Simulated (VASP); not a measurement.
# Si (a cell with a defect): single point with PBE

Si (a cell with a defect):

```xyz
63
Lattice="10.8600 0.0000 0.0000 0.0000 10.8600 0.0000 0.0000 0.0000 10.8600" Properties=species:S:1:pos:R:3 pbc="T T T"
Si    5.4318   -0.0085   -0.0027
Si    6.8514    1.4114    1.3310
Si    8.3282    2.8881    0.0625
Si    9.8139    4.3739    1.3958
Si    8.1467   -0.0224    2.6722
Si    9.4906    1.3417    4.0325
Si    0.0015   -0.0086    0.0022
Si    1.3474    1.3907    1.3364
Si    2.5882    2.8351   -0.0459
Si    4.0329    4.0751    1.3368
Si    5.4315    5.4214    0.0021
Si    6.8303    6.7678    1.3363
Si    8.2754    8.0080   -0.0460
Si    9.5158    9.4524    1.3369
Si    2.7164    0.0056    2.6720
Si    4.0836    1.3390    4.0551
Si    5.4178    2.7063    2.6728
Si    6.7821    4.0507    4.0324
Si    8.1869    5.4466    2.7379
Si    9.4621    6.8206    4.1468
Si    5.4315   -0.0086    5.4311
Si    6.7849    1.3452    6.7996
Si    8.1178    2.6777    5.3921
Si    9.4758    4.0354    6.7350
Si    8.1505    0.0230    8.1892
Si    9.5211    1.4032    9.5344
Si    1.0494    6.4693    1.3959
Si    2.5353    7.9551    0.0625
Si    4.0121    9.4318    1.3310
Si    0.0266    2.7471    2.7384
Si    1.4011    4.0225    4.1468
Si    2.6764    5.3966    2.7381
Si    4.0814    6.7924    4.0325
Si    5.4457    8.1365    2.6725
Si    6.7796    9.5039    4.0550
Si    0.0016   -0.0084    5.4101
Si    1.3724    1.3131    6.8108
Si    2.7615    2.6619    5.4829
Si    4.1106    4.0507    6.8110
Si    5.4317    5.4215    5.4102
Si    6.7529    6.7925    6.8108
Si    8.1019    8.1815    5.4828
Si    9.4911    9.5301    6.8111
Si    2.7126   -0.0397    8.1892
Si    4.0308    1.3921    9.5132
Si    5.4630    2.7105    8.1900
Si    6.8437    4.0815    9.5343
Si    8.1642    5.4142    8.1133
Si    9.6969    6.5862    9.4498
Si   -0.0230    8.0959    2.7388
Si    1.3727    9.5015    4.0325
Si    0.0015    5.4214    5.4313
Si    1.3873    6.8077    6.7348
Si    2.7456    8.1654    5.3921
Si    4.0782    9.4977    6.7999
Si   -0.0057    2.7238    8.1140
Si    1.1665    4.2568    9.4498
Si    2.6990    5.4289    8.1133
Si    4.0195    6.7615    9.5343
Si    5.4003    8.1324    8.1899
Si    6.8325    9.4509    9.5132
Si    0.0092    8.1191    8.1140
Si    1.3422    9.4399    9.5344
```

- Program: VASP 6.6.1
- Task: single point
- Functional: PBE
- Potentials or basis: VASP PAW PBE potentials, release 64 (Si)
- Cutoff: 400 eV
- k mesh: 1 × 1 × 1
- Occupations: gaussian, width 0.05 eV
- Spin: no spin polarisation

```yaml
Pressure: 1.3 GPa
Largest_force: 0.013 eV/Å
```

Forces on the atoms (eV/Å):
```
Si  -0.001  0.000 -0.002
Si   0.000 -0.002  0.004
Si  -0.002 -0.002 -0.005
Si   0.000  0.000  0.006
Si   0.001 -0.001 -0.001
Si   0.000  0.002  0.000
Si   0.001 -0.001  0.001
Si   0.000  0.000  0.000
Si  -0.001 -0.001  0.001
Si   0.000  0.001 -0.001
Si   0.000 -0.001  0.000
Si   0.001  0.000  0.001
Si  -0.002  0.001  0.001
Si   0.000 -0.002 -0.001
Si   0.000 -0.001  0.000
Si   0.001  0.001  0.000
Si   0.000  0.002 -0.001
Si   0.000 -0.002  0.000
Si  -0.001  0.002  0.001
Si   0.002 -0.001  0.001
Si   0.001 -0.001  0.001
Si   0.001  0.001 -0.001
Si   0.000  0.000  0.000
Si   0.000  0.001  0.000
Si   0.000  0.000  0.003
Si   0.000  0.001 -0.001
Si   0.001  0.001  0.005
Si   0.002  0.002 -0.005
Si   0.000  0.001  0.004
Si   0.003 -0.002  0.001
Si  -0.001  0.000  0.001
Si   0.000 -0.004  0.000
Si   0.000  0.002  0.000
Si   0.000  0.000 -0.001
Si  -0.001  0.001  0.002
Si   0.000  0.001  0.001
Si  -0.001 -0.002  0.000
Si   0.000  0.001  0.000
Si  -0.001  0.000  0.000
Si   0.000  0.001  0.000
Si   0.000 -0.002  0.002
Si   0.002  0.000  0.001
Si   0.001  0.000  0.000
Si   0.001  0.000  0.002
Si   0.000  0.001 -0.002
Si   0.001  0.002  0.000
Si   0.000  0.000 -0.002
Si   0.000 -0.001  0.002
Si  -0.008  0.008 -0.006
Si  -0.004  0.000 -0.001
Si   0.002  0.000  0.000
Si   0.000  0.000  0.002
Si   0.001 -0.001 -0.001
Si  -0.001 -0.002 -0.001
Si  -0.001  0.001 -0.001
Si  -0.001  0.001  0.001
Si   0.009 -0.007 -0.006
Si  -0.001  0.001  0.001
Si   0.000  0.000 -0.001
Si   0.000  0.001  0.002
Si   0.000  0.000 -0.003
Si  -0.001  0.000  0.000
Si  -0.002 -0.001 -0.002
```

Stress tensor (GPa, compression positive):
```
 0.62 -0.21  0.00
-0.21  0.62  0.00
 0.00  0.00  2.73
```

Levels at points of the mesh, in eV from the Fermi level:
| k point | band 123 | band 124 | band 125 | band 126 | band 127 | band 128 | band 129 | band 130 |
| --- | --- | --- | --- | --- | --- | --- | --- | --- |
| (0.00, 0.00, 0.00) | -0.91 | -0.75 | -0.72 | -0.15 | 0.15 | 0.17 | 0.22 | 0.27 |

Run time: 4.7 min on 1 thread of Intel Xeon 8259CL (shared host), peak memory 0.71 GiB.

Caveat: the k points lie up to 0.58 Å⁻¹ apart.
